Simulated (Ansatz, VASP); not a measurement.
# Sn4O7 in VASP and in Ansatz

File INCAR:

```
SYSTEM = Sn4O7
ALGO = Normal
DIPOL = 0.5 0.5 0.500
EDIFF = 1E-6
ENCUT = 520
GGA = PS
IDIPOL = 3
ISIF = 2
ISMEAR = 0
LASPH = .True.
LCHARG = .False.
LDIPOL = .True.
LREAL = Auto
LWAVE = .False.
NBANDS = 115
NELM = 60
PREC = Accurate
SIGMA = 0.05
```

The input KPOINTS:

```
k-points
0
Gamma
  8 4 1
  0 0 0
```

POSCAR

```
Sn4O7
1.0
    3.2120684225      0.0000000000      0.0000000000
    0.0000000000      6.7443405568      0.0000000000
    0.0000000000      0.0000000000     17.1165108352
Sn O
8 14
Direct
    0.0000000000      0.5000000000      0.2044809268
    0.5000000000      0.0000000000      0.2044809268
    0.0000000000      0.0000000000      0.4014936423
    0.5000000000      0.5000000000      0.4014936423
    0.0000000000      0.5000000000      0.5985063577
    0.5000000000      0.0000000000      0.5985063577
    0.0000000000      0.0000000000      0.7955190732
    0.5000000000      0.5000000000      0.7955190732
    0.5000000000      0.3062765040      0.2044809268
    0.5000000000      0.6937234960      0.2044809268
    0.0000000000      0.0000000000      0.2808129108
    0.0000000000      0.5000000000      0.3251616583
    0.5000000000      0.8062765040      0.4014936423
    0.5000000000      0.1937234960      0.4014936423
    0.0000000000      0.5000000000      0.4778256263
    0.0000000000      0.0000000000      0.5221743737
    0.5000000000      0.3062765040      0.5985063577
    0.5000000000      0.6937234960      0.5985063577
    0.0000000000      0.0000000000      0.6748383417
    0.0000000000      0.5000000000      0.7191870892
    0.5000000000      0.8062765040      0.7955190732
    0.5000000000      0.1937234960      0.7955190732
```

Input for Ansatz:

```yaml
crystal:
  lattice:
    - [3.2120684225, 0.0, 0.0]
    - [0.0, 6.7443405568, 0.0]
    - [0.0, 0.0, 17.1165108352]
  atoms:
    - { symbol: Sn, position: [0.0, 0.5, 0.2044809268] }
    - { symbol: Sn, position: [0.5, 0.0, 0.2044809268] }
    - { symbol: O, position: [0.5, 0.306276504, 0.2044809268] }
    - { symbol: O, position: [0.5, 0.693723496, 0.2044809268] }
    - { symbol: O, position: [0.0, 0.0, 0.2808129108] }
    - { symbol: O, position: [0.0, 0.5, 0.3251616583] }
    - { symbol: Sn, position: [0.0, 0.0, 0.4014936423] }
    - { symbol: Sn, position: [0.5, 0.5, 0.4014936423] }
    - { symbol: O, position: [0.5, 0.806276504, 0.4014936423] }
    - { symbol: O, position: [0.5, 0.193723496, 0.4014936423] }
    - { symbol: O, position: [0.0, 0.5, 0.4778256263] }
    - { symbol: O, position: [0.0, 0.0, 0.5221743737] }
    - { symbol: Sn, position: [0.0, 0.5, 0.5985063577] }
    - { symbol: Sn, position: [0.5, 0.0, 0.5985063577] }
    - { symbol: O, position: [0.5, 0.306276504, 0.5985063577] }
    - { symbol: O, position: [0.5, 0.693723496, 0.5985063577] }
    - { symbol: O, position: [0.0, 0.0, 0.6748383417] }
    - { symbol: O, position: [0.0, 0.5, 0.7191870892] }
    - { symbol: Sn, position: [0.0, 0.0, 0.7955190732] }
    - { symbol: Sn, position: [0.5, 0.5, 0.7955190732] }
    - { symbol: O, position: [0.5, 0.806276504, 0.7955190732] }
    - { symbol: O, position: [0.5, 0.193723496, 0.7955190732] }
basis:
  ecutwfc: 420
kpoints:
  mp_grid: { grid: [8, 4, 1] }
hamiltonian:
  xc: pbesol
scf:
  occupations: { method: gaussian, width: 0.05 }
output:
  forces: true
  stress: true
  eigenvalues: true
efield:
  axis: 3
  dipole_correction: true
  ramp_width: 0.04
```

Alike in both runs: task single point; functional PBEsol; k mesh 8 × 4 × 1; occupations gaussian, width 0.05 eV; no spin polarisation.

```csv
,VASP,Ansatz
version,VASP 6.6.1,Ansatz 0.2.0
potentials or method,"VASP PAW PBE potentials, release 64 (Sn_d, O), cutoff 520 eV","scalar-relativistic, plane waves, PAW"
valence electrons in the cell,196,196
```

```csv
,VASP,Ansatz,Ansatz less VASP
gap on the k mesh at the Fermi level (eV),none,none,-
rms of the force components (eV/Å),0.449,0.457,+0.0071
```

VASP's potentials were made for PBE, not for PBEsol. A gap of «none» marks a metal or a gap that the smearing closes. The functional is the same, so the differences come from potentials, cutoffs and numerics. Ansatz's warnings: vacuum density over bound.
